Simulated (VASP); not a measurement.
Na, 1 atom in the cell. The cell holds a sublattice, 1 atom: a = 5.664 Å, b = 5.664 Å, c = 5.664 Å, α = 60.00°, β = 60.00°, γ = 60.00°. 

| Quantity | Value |
| --- | --- |
| Program | VASP 6.6.1 |
| Task | single point |
| Functional | PBE |
| Potentials or basis | VASP PAW PBE potentials, release 64 (Na_pv) |
| Cutoff | 400 eV |
| k mesh | 6 × 6 × 6 |
| Occupations | gaussian, width 0.1 eV |
| Spin | no spin polarisation |
| Dipole correction | no |
| Further INCAR settings | ALGO = Normal; EDIFF = 1e-06; NBANDS = 10 |

Potentials or basis: VASP PAW PBE potentials, release 64 (Na_pv).

Launch:

```console
$ cat potpaw_PBE.64/Na_pv/POTCAR > POTCAR
$ mpirun -np 1 vasp_std > vasp.out
```

Hardware: 1 thread of Intel Xeon 8259CL, with other jobs on the host.

How long does it take, and how much memory?

Wall time 20 s on 1 thread of Intel Xeon 8259CL, with other jobs on the host, peak memory 0.22 GiB. Counts: scf iterations 11, k points 16.
